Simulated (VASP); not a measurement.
# AgCl (Cmcm) in VASP: further runs

AgCl is run at these levels: PBEsol; tasks: single point.

All numbers are computed with VASP 6.6.1; they aren't measurements. Logs are shortened: lines on timing, memory, paths and dates and some standing lists are left out, and cuts for length are marked.

### 1 The cell of the first run

The structure is orthorhombic, space group Cmcm (No. 63). The conventional cell has a = 3.742 Å, b = 11.113 Å, c = 3.806 Å, α = 90.00°, β = 90.00°, γ = 90.00°. Ag (site symmetry m2m) has 7 Cl at 2.69 to 3.24 Å and 2 Ag at 2.98 Å within 3.5 Å. Within 3.9 Å of Cl (site symmetry m2m) lie 7 Ag at 2.69 to 3.24 Å and 10 Cl at 3.54 to 3.81 Å.

### 2 Single point, PBEsol (zz strain of -3 %)

INCAR reads:

```
SYSTEM = AgCl
ALGO = Normal
EDIFF = 1E-7
ENCUT = 520
GGA = PS
ISIF = 2
ISMEAR = -1
LASPH = .TRUE.
LCHARG = .FALSE.
LREAL = .FALSE.
LWAVE = .FALSE.
NBANDS = 26
NELM = 60
PREC = Accurate
SIGMA = 0.03
```

KPOINTS reads:

```
k-points
0
G
  9 9 8
  0 0 0
```

POSCAR reads:

```
AgCl
1.0
    1.8709097030     -5.5565952358      0.0000000000
    1.8709097030      5.5565952358      0.0000000000
    0.0000000000      0.0000000000      3.8063162295
Ag Cl
2 2
Direct
    0.3965554000      0.6034446000      0.7500000000
    0.6034446000      0.3965554000      0.2500000000
    0.8654487300      0.1345512700      0.2500000000
    0.1345512700      0.8654487300      0.7500000000
```

Potentials or basis: VASP PAW PBE potentials, release 64 (Ag, Cl).

Launch:

```bash
cat potpaw_PBE.64/Ag/POTCAR potpaw_PBE.64/Cl/POTCAR > POTCAR
mpirun -np 1 vasp_std > vasp.out
```

OUTCAR:

```text
SYSTEM = AgCl
   EDIFF = 1E-7
   ENCUT = 520
   GGA = PS
   ISIF = 2
   ISMEAR = -1
   LASPH = .TRUE.
   LREAL = .FALSE.
   NELM = 60
   PREC = Accurate

 ion  position               nearest neighbor table
   1  0.397  0.603  0.750-   3 2.69   3 2.69   3 2.69   3 2.69   4 2.91   2 2.98   2 2.98
   2  0.603  0.397  0.250-   4 2.69   4 2.69   4 2.69   4 2.69   3 2.91   1 2.98   1 2.98
   3  0.865  0.135  0.250-   1 2.69   1 2.69   1 2.69   1 2.69   2 2.91
   4  0.135  0.865  0.750-   2 2.69   2 2.69   2 2.69   2 2.69   1 2.91

  LATTYP: Found a base centered orthorhombic cell.
 ALAT       =     3.7418194060
 B/A-ratio  =     2.9699964819
 C/A-ratio  =     1.0172367548

  Lattice vectors:

 A1 = (   1.8709097030,  -5.5565952358,   0.0000000000)
 A2 = (   1.8709097030,   5.5565952358,   0.0000000000)
 A3 = (   0.0000000000,   0.0000000000,   3.8063162295)

Analysis of symmetry for initial positions (statically):
=====================================================================
 Subroutine PRICEL returns:
 Original cell was already a primitive cell.

 Routine SETGRP: Setting up the symmetry group for a
 base centered orthorhombic supercell.

 Subroutine GETGRP returns: Found  8 space group operations
 (whereof  4 operations were pure point group operations)
 out of a pool of  8 trial point group operations.

The static configuration has the point symmetry C_2h.
 The point group associated with its full space group is D_2h.

Analysis of symmetry for dynamics (positions and initial velocities):
=====================================================================
 Subroutine PRICEL returns:
 Original cell was already a primitive cell.

 Routine SETGRP: Setting up the symmetry group for a
 base centered orthorhombic supercell.

 Subroutine GETGRP returns: Found  8 space group operations
 (whereof  4 operations were pure point group operations)
 out of a pool of  8 trial point group operations.

The dynamic configuration has the point symmetry C_2h.
 The point group associated with its full space group is D_2h.

 Subroutine INISYM returns: Found  8 space group operations
 (whereof  4 operations are pure point group operations),
 and found     1 'primitive' translations

----------------------------------------------------------------------------------------

                                     Primitive cell

  volume of cell :      79.1401

  direct lattice vectors                    reciprocal lattice vectors
     1.870909703 -5.556595236  0.000000000     0.267249670 -0.089983160  0.000000000
     1.870909703  5.556595236  0.000000000     0.267249670  0.089983160  0.000000000
     0.000000000  0.000000000  3.806316230     0.000000000  0.000000000  0.262721209

  length of vectors
     5.863109562  5.863109562  3.806316230     0.281991764  0.281991764  0.262721209

  position of ions in fractional coordinates (direct lattice)
     0.396555400  0.603444600  0.750000000
     0.603444600  0.396555400  0.250000000
     0.865448730  0.134551270  0.250000000
     0.134551270  0.865448730  0.750000000

  ion indices of the primitive-cell ions
   primitive index   ion index
                 1           1
                 2           2
                 3           3
                 4           4

----------------------------------------------------------------------------------------

 KPOINTS: k-points

Automatic generation of k-mesh.
 Grid dimensions read from file:
 generate k-points for:    9    9    8

 Generating k-lattice:

  Cartesian coordinates                     Fractional coordinates (reciprocal lattice)
     0.029694408 -0.009998129  0.000000000     0.111111111  0.000000000  0.000000000
     0.029694408  0.009998129  0.000000000     0.000000000  0.111111111  0.000000000
     0.000000000  0.000000000  0.032840151     0.000000000  0.000000000  0.125000000

  Length of vectors
     0.031332418  0.031332418  0.032840151

  Shift w.r.t. Gamma in fractional coordinates (k-lattice)
     0.000000000  0.000000000  0.000000000

 Subroutine IBZKPT returns following result:
 ===========================================

 Found    125 irreducible k-points:

 Following reciprocal coordinates:
            Coordinates               Weight
  0.000000  0.000000  0.000000      1.000000
  0.111111  0.000000  0.000000      4.000000
  0.222222  0.000000  0.000000      4.000000
  0.333333  0.000000  0.000000      4.000000
  0.444444  0.000000  0.000000      4.000000
  0.111111  0.111111  0.000000      2.000000
[... 16 lines left out ...]
 -0.333333  0.333333  0.000000      2.000000
  0.444444  0.444444  0.000000      2.000000
 [... further k-points ...]
   k-points           NKPTS =    125   k-points in BZ     NKDIM =    125   number of bands    NBANDS=     26
   number of dos      NEDOS =    301   number of ions     NIONS =      4
   total plane-waves  NPLWV =  64512
   dimension x,y,z NGX =    48 NGY =   48 NGZ =   28
   dimension x,y,z NGXF=    96 NGYF=   96 NGZF=   56
   ions per type =               2   2
   NGX,Y,Z   is equivalent  to a cutoff of  13.61, 13.61, 12.23 a.u.
   NGXF,Y,Z  is equivalent  to a cutoff of  27.22, 27.22, 24.46 a.u.
 SYSTEM =  AgCl
   PREC   = accura    normal or accurate (medium, high low for compatibility)
   ISTART =      0    job   : 0-new  1-cont  2-samecut
   ICHARG =      2    charge: 1-file 2-atom 10-const
   ISPIN  =      1    spin polarized calculation?
   LNONCOLLINEAR =      F non collinear calculations
   LSORBIT =      F    spin-orbit coupling
   LASPH  =      T    aspherical Exc in radial PAW
   ENCUT  =  520.0 eV  38.22 Ry    6.18 a.u.  10.90 10.90  7.08*2*pi/ulx,y,z
   NELM   =     60;   NELMIN=  2; NELMDL= -5     # of ELM steps
   EDIFF  = 0.1E-06   stopping-criterion for ELM
   LREAL  =      F    real-space projection
   EDIFFG = 0.1E-05   stopping-criterion for IOM
   NSW    =      0    number of steps for IOM
   IBRION =     -1    ionic relax: 0-MD 1-quasi-New 2-CG
   NFREE  =      0    steps in history (QN), initial steepest desc. (CG)
   ISIF   =      2    stress and relaxation
   ISYM   =      2    0-nonsym 1-usesym 2-fastsym
   POTIM  = 0.5000    time-step for ionic-motion
   TEBEG  =    0.0;   TEEND  =   0.0 temperature during run
   PSTRESS=    0.0 pullay stress
   NELECT =      36.0000    total number of electrons
   NUPDOWN=      -1.0000    fix difference up-down
   EMIN   =  10.00;   EMAX   =-10.00  energy-range for DOS
   EFERMI =   0.00;   METHOD = LEGACY
   ISMEAR =    -1;   SIGMA  =   0.03  broadening in eV -4-tet -1-fermi 0-gaus
   EFERMI_NEDOS =   21; number of points for ismear=-14 and -15
   IALGO  =     38    algorithm
   IMIX   =      4    mixing-type and parameters
     AMIX     =   0.40;   BMIX     =  1.00
     AMIX_MAG =   1.60;   BMIX_MAG =  1.00
  volume/ion in A,a.u.               =      19.79       133.52
  Fermi-wavevector in a.u.,A,eV,Ry     =   1.259052  2.379262 21.568103  1.585211
  Thomas-Fermi vector in A             =   2.392631
   LORBIT       =      0    0 simple, 1 ext, 2 COOP (PROOUT), +10 PAW based schemes
   GGA     = PS    functional components
   LHFCALC =     F    Hartree Fock is set to
   AEXX    =    0.0000 exact exchange contribution
   IVDW    =     0    specifies the selected vdW correction
   LEPSILON=     F    determine dielectric tensor
   LRPA    =     F    only Hartree local field effects (RPA)
 non-spin polarized calculation
  energy-cutoff  :      520.00
  volume of cell :       79.14
 maximum number of plane-waves:      2148
 NGX is ok and might be reduce to    48
   NGX = 21   NGY = 21   NGZ = 15

 number of electron      36.0000001 magnetization

 Free energy of the ion-electron system (eV)
  ---------------------------------------------------
  ext. energy  EPLUGINS =         0.00000000
  ---------------------------------------------------
  free energy    TOTEN  =       -12.04932117 eV

  energy without entropy =      -12.04930110  energy(sigma->0) =      -12.04931113

 E-fermi :   4.7720     XC(G=0): -10.6523

 val. band max:        4.5711261560   @ k =   0.2222   0.2222   0.0000
 cond. band min:       4.8961616717   @ k =   0.0000   0.0000   0.0000
 fundamental gap:      0.3250355158
 Fermi energy:         4.7719940988

 k-point     1 :       0.0000    0.0000    0.0000
  band No.  band energies     occupation
      1     -10.8338      2.00000
      2     -10.1748      2.00000
      3      -0.2736      2.00000
      4       0.9561      2.00000
      5       1.0484      2.00000
      6       1.1884      2.00000
[... 18 lines left out ...]
     25      14.7881      0.00000
     26      15.5897      0.00000

 k-point     2 :       0.1111    0.0000    0.0000
  band No.  band energies     occupation
      1     -10.7866      2.00000
      2     -10.1601      2.00000
      3      -0.2685      2.00000
      4       0.5251      2.00000
      5       0.7154      2.00000
      6       0.8809      2.00000
[... 18 lines left out ...]
     25      15.2634      0.00000
     26      15.3425      0.00000

 k-point     3 :       0.2222    0.0000    0.0000
  band No.  band energies     occupation
      1     -10.6596      2.00000
      2     -10.1259      2.00000
      3      -0.2580      2.00000
      4      -0.1564      2.00000
      5       0.1122      2.00000
      6       0.2860      2.00000
[... 18 lines left out ...]
     25      14.9721      0.00000
     26      15.6182      0.00000

 k-point     4 :       0.3333    0.0000    0.0000
  band No.  band energies     occupation
      1     -10.4964      2.00000
      2     -10.0973      2.00000
      3      -0.8036      2.00000
      4      -0.5719      2.00000
      5      -0.1587      2.00000
      6      -0.0325      2.00000
[... 18 lines left out ...]
     25      14.3276      0.00000
     26      15.5887      0.00000
[... 496 lines left out ...]
      1     -10.5877      2.00000
      2     -10.3676      2.00000
      3      -0.0405      2.00000
      4       0.2557      2.00000
      5       0.8879      2.00000
      6       0.9758      2.00000
[... 18 lines left out ...]
     25      14.6156      0.00000
     26      15.8718      0.00000

 k-point    23 :      -0.3333    0.3333    0.0000
  band No.  band energies     occupation
      1     -10.6746      2.00000
      2     -10.3425      2.00000
      3      -0.0957      2.00000
      4       0.7082      2.00000
      5       1.0995      2.00000
      6       1.2125      2.00000
[... 18 lines left out ...]
     25      14.8933      0.00000
     26      15.3011      0.00000

 k-point    24 :       0.4444    0.4444    0.0000
  band No.  band energies     occupation
      1     -10.4953      2.00000
      2     -10.4612      2.00000
      3       0.0694      2.00000
      4       0.1390      2.00000
      5       0.9482      2.00000
      6       0.9596      2.00000
[... 18 lines left out ...]
     25      14.7784      0.00000
     26      15.8348      0.00000

 [... further k-points ...]

------------------------ aborting loop because EDIFF is reached ----------------------------------------

  FORCE on cell =-STRESS in cart. coord.  units (eV):
  Direction    XX          YY          ZZ          XY          YZ          ZX
  --------------------------------------------------------------------------------------
  -------------------------------------------------------------------------------------
  Total       -0.6394290     -0.5864142     -0.5588288      0.0000000      0.0000000      0.0000000
  in kB      -12.9451305    -11.8718564    -11.3133948      0.0000000      0.0000000      0.0000000
  external PRESSURE =     -12.0434606 kB  Pullay stress =       0.0000000 kB

 VOLUME and BASIS-vectors are now :
 -----------------------------------------------------------------------------
  energy-cutoff  :      520.00
  volume of cell :       79.14
      direct lattice vectors                 reciprocal lattice vectors
     1.870909703 -5.556595236  0.000000000     0.267249670 -0.089983160  0.000000000
     1.870909703  5.556595236  0.000000000     0.267249670  0.089983160  0.000000000
     0.000000000  0.000000000  3.806316230     0.000000000  0.000000000  0.262721209

 POSITION                                       TOTAL-FORCE (eV/Angst)
 -----------------------------------------------------------------------------------
      1.87091      1.14960      2.85474         0.000000     -0.035106     -0.000000
      1.87091     -1.14960      0.95158         0.000000      0.035106      0.000000
      1.87091     -4.06130      0.95158         0.000000      0.010330     -0.000000
      1.87091      4.06130      2.85474         0.000000     -0.010330     -0.000000
 -----------------------------------------------------------------------------------
    total drift:                                0.000000     -0.000000      0.000000

  FREE ENERGIE OF THE ION-ELECTRON SYSTEM (eV)
  ---------------------------------------------------
  free  energy   TOTEN  =       -12.0493211664 eV

  energy  without entropy=      -12.0493010987  energy(sigma->0) =      -12.04931113
```

Wall time 3.6 min (1 thread of Intel Xeon Platinum 8488C (Sapphire Rapids), shared host); peak memory 0.38 GiB.

What came out:

```
Free energy            : -12.0493 eV
Pressure               : -1.2 GPa
Largest force          : 0.035 eV/Å
Band gap on the k mesh : 0.33 eV (least direct gap 1.95 eV)
```

Forces on the atoms (eV/Å):
```
Ag   0.000 -0.035  0.000
Ag   0.000  0.035  0.000
Cl   0.000  0.010  0.000
Cl   0.000 -0.010  0.000
```

Caveat: the cell differs from its parent crystal (zz strain of -3 %); the PAW data sets were made with another functional, which shifts forces and pressure a little; an odd mesh through Γ misses points on the zone boundary, where band edges can lie.

### 3 Single point, PBEsol (zz strain of -1 %)

INCAR reads:

```
  ALGO = Normal
  EDIFF = 1E-7
  ENCUT = 520
  GGA = PS
  ISIF = 2
  ISMEAR = -1
  LASPH = T
  LCHARG = T
  LELF = T
  LREAL = F
  LVHAR = T
  LWAVE = F
  NBANDS = 26
  NELM = 60
  PREC = Accurate
  SIGMA = 0.03
```

KPOINTS reads:

```
k-points
0
Gamma
  9 9 8
```

Changes to POSCAR since step 2:

```diff
@@ -4,3 +4,3 @@
     1.8709097030      5.5565952358      0.0000000000
-    0.0000000000      0.0000000000      3.8063162295
+    0.0000000000      0.0000000000      3.8847969765
 Ag Cl
```

Potentials or basis: VASP PAW PBE potentials, release 64 (Ag, Cl).

Launch:

```bash
cat potpaw_PBE.64/Ag/POTCAR potpaw_PBE.64/Cl/POTCAR > POTCAR
mpirun -np 1 vasp_std > vasp.out
```

Run time: 4.5 min. Hardware: 1 thread of Intel Xeon Platinum 8488C (Sapphire Rapids), shared host; peak memory 0.39 GiB.

The run converged. Its results:

- Free energy: -12.0303 eV
- Pressure: -2.4 GPa
- Largest force: 0.026 eV/Å
- Band gap on the k mesh: 0.33 eV (least direct gap 1.86 eV)

Forces on the atoms (eV/Å):
```
Ag   0.000 -0.026  0.000
Ag   0.000  0.026  0.000
Cl   0.000 -0.016  0.000
Cl   0.000  0.016  0.000
```

Stress tensor (GPa, compression positive):
```
-2.58  0.00  0.00
 0.00 -2.01  0.00
 0.00  0.00 -2.73
```

Levels at points of the mesh, in eV from the valence-band top:
| k point | band 15 | band 16 | band 17 | band 18 | band 19 | band 20 | band 21 | band 22 |
| --- | --- | --- | --- | --- | --- | --- | --- | --- |
| (0.00, 0.00, 0.00) | -2.28 | -1.81 | -1.69 | -1.53 | 0.33 | 3.01 | 7.56 | 8.24 |
| (0.00, 0.00, 0.50) | -1.31 | -1.31 | -0.08 | -0.08 | 4.28 | 4.28 | 6.62 | 6.62 |

Caveat: the cell differs from its parent crystal (zz strain of -1 %); the PAW data sets were made with another functional, which shifts forces and pressure a little; an odd mesh through Γ misses points on the zone boundary, where band edges can lie.

(Part 1 of 2 ends here.)
